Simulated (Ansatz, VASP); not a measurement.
# One calculation of MoS2, two programs

```
Mo S
1.0
     3.24380    0.00000    0.00000
    -1.62190    2.80921    0.00000
     0.00000    0.00000   12.45645
Mo S
2 4
Direct
  0.66667 0.33333 0.24980
  0.33333 0.66667 0.75020
  0.33333 0.66667 0.37340
  0.66667 0.33333 0.87380
  0.33333 0.66667 0.12620
  0.66667 0.33333 0.62660
```

Change from the starting cell: equal strain along all axes, cell held, atoms relaxed: +3.0 %.

Alike in both runs: functional PBE; dispersion D3(BJ); k mesh 12 × 12 × 4; occupations gaussian, width 0.02 eV; no spin polarisation.

Ansatz relaxed the structure, and its values are those at the end. VASP's run is a single point on that final structure, the one shown.

|  | VASP | Ansatz |
| --- | --- | --- |
| version | VASP 6.6.1 | Ansatz 0.2.0 |
| potentials or method | VASP PAW PBE potentials, release 64 (Mo_sv, S), cutoff 520 eV | scalar-relativistic, plane waves, PAW |
| valence electrons in the cell | 52 | 52 |

|  | VASP | Ansatz | Ansatz less VASP |
| --- | --- | --- | --- |
| gap on the k mesh at the Fermi level (eV) | 0.66 | 0.64 | -0.017 |
| least direct gap on the mesh (eV) | 1.43 | 1.42 | -0.003 |
| pressure (GPa) | -5.7 | -5.6 | +0.12 |
| rms of the force components (eV/Å) | 0.005 | 0.000 | -0.0049 |

Ansatz's warnings: stress scf threshold loose.
